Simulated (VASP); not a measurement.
Wanted: the native input for a VASP 6.6.1 run.

```yaml
Task: single point
Functional: LDA
Potentials_or_basis: VASP PAW LDA potentials, release 64 (Al, Fe, C)
Cutoff: 520 eV
k_mesh: 6 × 6 × 6
Occupations: fermi-dirac, width 0.1 eV
Spin: collinear spin, ferromagnetic start
Starting_moments: "[0.0, 4.5, 4.5, 4.5, 0.0] μB"
Dipole_correction: no
Further_INCAR_settings: ALGO = Normal; EDIFF = 1e-06; NBANDS = 28
```

The structure of AlFe3C lies in POSCAR:

```
AlFe3C
1.0
    3.8396465443      0.0000000000      0.0000000000
    0.0000000000      3.8396465443      0.0000000000
    0.0000000000      0.0000000000      3.8396465443
Al Fe C
1 3 1
Direct
    0.0000000000      0.0000000000      0.0000000000
    0.0000000000      0.5000000000      0.5000000000
    0.5000000000      0.5000000000      0.0000000000
    0.5000000000      0.0000000000      0.5000000000
    0.5000000000      0.5000000000      0.5000000000
```

One way to write it, as run:

INCAR

```
PREC = Accurate
ENCUT = 520
EDIFF = 1E-6
ISMEAR = -1
SIGMA = 0.1
LREAL = F
LASPH = T
NELM = 150
ALGO = Normal
ISIF = 2
LWAVE = F
LCHARG = T
ISPIN = 2
MAGMOM = 0 4.5 4.5 4.5 0
LORBIT = 11
LMAXMIX = 4
GGA = CA
LELF = T
LVHAR = T
NBANDS = 28
```

KPOINTS

```
regular mesh
0
Gamma
  6 6 6
```

Potentials or basis: VASP PAW LDA potentials, release 64 (Al, Fe, C).

The run is started by

```sh
$ cat potpaw_LDA.64/Al/POTCAR potpaw_LDA.64/Fe/POTCAR potpaw_LDA.64/C/POTCAR > POTCAR
$ mpirun -np 1 vasp_std > vasp.out
```

It gave:

- Pressure: -26.3 GPa
- Net moment: 2.75 μB per cell
- Site moments: Al -0.04; Fe +0.97; C -0.07 μB
- Valence electrons inside the program's atomic spheres: Al 0.74; Fe 7.43; C 2.42

Caveat: the cell stands under tension.

Wall time 39 s on 1 thread of Intel(R) Xeon(R) Platinum 8488C (Sapphire Rapids), with other jobs on the host, peak memory 0.18 GiB.
